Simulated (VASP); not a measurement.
Write the native input for VASP 6.6.1 that does the following.

```
Task                   : single point
Functional             : PBEsol
Potentials or basis    : VASP PAW PBE potentials, release 64 (As)
Cutoff                 : 520 eV
k mesh                 : 20 × 20 × 11
Occupations            : fermi-dirac, width 0.1 eV
Spin                   : no spin polarisation
Dipole correction      : no
Further INCAR settings : ALGO = Normal; EDIFF = 1e-07; NBANDS = 12
```

The structure of As lies in POSCAR:

```
As
1.0
    3.0285394831      0.0000000000      0.0000000000
   -1.5142697415      2.6227921287      0.0000000000
    0.0000000000      0.0000000000      4.6282416499
As
2
Direct
    0.3333333333      0.6666666667      0.2500000000
    0.6666666667      0.3333333333      0.7500000000
```

One way to write it, as run:

INCAR

```
SYSTEM = As
PREC = Accurate ; ENCUT = 520
EDIFF = 1E-7 ; ISMEAR = -1
SIGMA = 0.1 ; LREAL = .FALSE.
LASPH = .TRUE. ; NELM = 80
ALGO = Normal ; ISIF = 2
LWAVE = .FALSE. ; LCHARG = .FALSE.
GGA = PS ; NBANDS = 12
```

KPOINTS

```
Automatic mesh
0
G
  20 20 11
  0 0 0
```

Potentials or basis: VASP PAW PBE potentials, release 64 (As).

Command:

```bash
$ cat potpaw_PBE.64/As/POTCAR > POTCAR
$ mpirun -np 1 vasp_std > vasp.out
```

Results of the run:

| Item | Value |
| --- | --- |
| Pressure | 0.2 GPa |
| Band gap on the k mesh | zero (band 5 reaches 11.04 eV, above the bottom of band 6 at 3.36 eV) |

Caveat: the PAW data sets were made with another functional, which shifts forces and pressure a little.

Wall time 98 s on 1 thread of Intel Xeon 8259CL, on a shared host, peak memory 0.23 GiB.
